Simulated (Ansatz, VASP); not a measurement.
# BN: VASP beside Ansatz

INCAR

```
  ALGO = Normal
  EDIFF = 1E-6
  ENCUT = 520
  ISIF = 2
  ISMEAR = 0
  LASPH = True
  LCHARG = False
  LREAL = False
  LWAVE = False
  NBANDS = 16
  NELM = 60
  PREC = Accurate
  SIGMA = 0.05
```

Contents of KPOINTS:

```
k-points
0
Gamma
  12 12 6
```

POSCAR

```
BN
1.0
    2.5539396017      0.0000000000      0.0000000000
   -1.2769698009      2.2117765748      0.0000000000
    0.0000000000      0.0000000000      4.0577808000
B N
2 2
Direct
    0.6666666667      0.3333333333      0.9997240000
    0.3333333333      0.6666666667      0.4997240000
    0.6666666667      0.3333333333      0.6252760000
    0.3333333333      0.6666666667      0.1252760000
```

Input for Ansatz:

```yaml
crystal:
  lattice:
    - [2.5539396017, 0.0, 0.0]
    - [-1.2769698009, 2.2117765748, 0.0]
    - [0.0, 0.0, 4.0577808]
  atoms:
    - { symbol: B, position: [0.6666666667, 0.3333333333, 0.999724] }
    - { symbol: B, position: [0.3333333333, 0.6666666667, 0.499724] }
    - { symbol: "N", position: [0.6666666667, 0.3333333333, 0.625276] }
    - { symbol: "N", position: [0.3333333333, 0.6666666667, 0.125276] }
basis:
  ecutwfc: 420
kpoints:
  mp_grid: { grid: [12, 12, 6] }
hamiltonian:
  xc: lda
scf:
  occupations: { method: gaussian, width: 0.05 }
output:
  forces: true
  stress: true
  eigenvalues: true
```

Change from the starting cell: strain +0.000 along x and y, -0.040 along z, atoms carried along.

Alike in both runs: task single point; functional LDA; k mesh 12 × 12 × 6; occupations gaussian, width 0.05 eV; no spin polarisation.

|  | VASP | Ansatz |
| --- | --- | --- |
| version | VASP 6.6.1 | Ansatz 0.2.0 |
| potentials or method | VASP PAW LDA potentials, release 64 (B, N), cutoff 520 eV | scalar-relativistic, plane waves, PAW |
| valence electrons in the cell | 16 | 16 |

VASP gave:

- gap on the k mesh at the Fermi level (eV): 5.04
- least direct gap on the mesh (eV): 7.97
- pressure (GPa): 3.8
- traceless stress, the component that is largest in VASP (GPa): 28.93
- rms of the force components (eV/Å): 0.103

Which values does Ansatz return?

gap on the k mesh at the Fermi level (eV): 5.07; least direct gap on the mesh (eV): 7.99; pressure (GPa): 2.8; traceless stress, the component that is largest in VASP (GPa): 28.75; rms of the force components (eV/Å): 0.098.

LDA's correlation is that of Perdew and Zunger in VASP and of Perdew and Wang (1992) in Ansatz. Atom by atom the forces differ by 0.004 eV/Å (rms over components).
